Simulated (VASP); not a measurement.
Input of a VASP 6.6.1 run:

POSCAR

```
TePb
1.0
    4.0022870000      0.0000000000      0.0000000000
    0.0000000000      4.0022870000      0.0000000000
    0.0000000000      0.0000000000      4.0022870000
Pb Te
1 1
Direct
    0.0000000000      0.0000000000      0.0000000000
    0.5000000000      0.5000000000      0.5000000000
```

File INCAR.step1:

```
SYSTEM = TePb
PREC     = Accurate       ! precision mode
ENCUT    = 400            ! plane-wave cutoff, eV
EDIFF    = 1E-5           ! SCF threshold, eV
ISMEAR   = 1              ! smearing method
SIGMA    = 0.1            ! smearing width, eV
LREAL    = .FALSE.        ! projectors in reciprocal space
LASPH    = .TRUE.         ! aspherical terms in the spheres
NELM     = 120            ! most SCF steps
ALGO     = Normal         ! electronic algorithm
ISIF     = 2              ! what is computed and relaxed
LWAVE    = .TRUE.         ! write WAVECAR
LCHARG   = .FALSE.        ! write CHGCAR
GGA      = PE             ! functional
NBANDS   = 17             ! bands
GGA_COMPAT= .FALSE.
```

File INCAR.step2:

```
SYSTEM = TePb
PREC     = Accurate       ! precision mode
ENCUT    = 400            ! plane-wave cutoff, eV
EDIFF    = 1E-6           ! SCF threshold, eV
ISMEAR   = 1              ! smearing method
SIGMA    = 0.1            ! smearing width, eV
LREAL    = .FALSE.        ! projectors in reciprocal space
LASPH    = .TRUE.         ! aspherical terms in the spheres
NELM     = 120            ! most SCF steps
ALGO     = Normal         ! electronic algorithm
ISIF     = 2              ! what is computed and relaxed
LWAVE    = .FALSE.        ! write WAVECAR
LCHARG   = .FALSE.        ! write CHGCAR
GGA      = PE             ! functional
LHFCALC  = .TRUE.         ! exact exchange
AEXX     = 0.25           ! exact-exchange fraction
PRECFOCK = Normal       
IVDW     = 12             ! dispersion correction
ISTART   = 1            
NBANDS   = 17             ! bands
GGA_COMPAT= .FALSE.
```

Contents of KPOINTS:

```
Automatic mesh
0
G
  4 4 4
  0 0 0
```

Potentials or basis: VASP PAW PBE potentials, release 64 (Pb_d, Te).

The run is started by

```bash
$ cat potpaw_PBE.64/Pb_d/POTCAR potpaw_PBE.64/Te/POTCAR > POTCAR
$ cp INCAR.step1 INCAR
$ mpirun -np 1 vasp_std > vasp.out
$ cp INCAR.step2 INCAR
$ mpirun -np 1 vasp_std > vasp.out
```

Problem. Predict the pressure.

Solution. -2.5 GPa.

Problem. What does it give for the band gap on the k mesh?

Solution. Zero (bands 10 and 11 overlap by 1.68 eV).

Problem. Estimate the dispersion energy per atom.

Solution. -0.475 eV.

Caveat: the k points lie up to 0.39 Å⁻¹ apart, too coarse for converged energies and pressures of a metal; three body term missing; the PAW data sets were made with another functional, which shifts forces and pressure a little; spin-orbit coupling is left out, which moves the levels of the heavy elements.
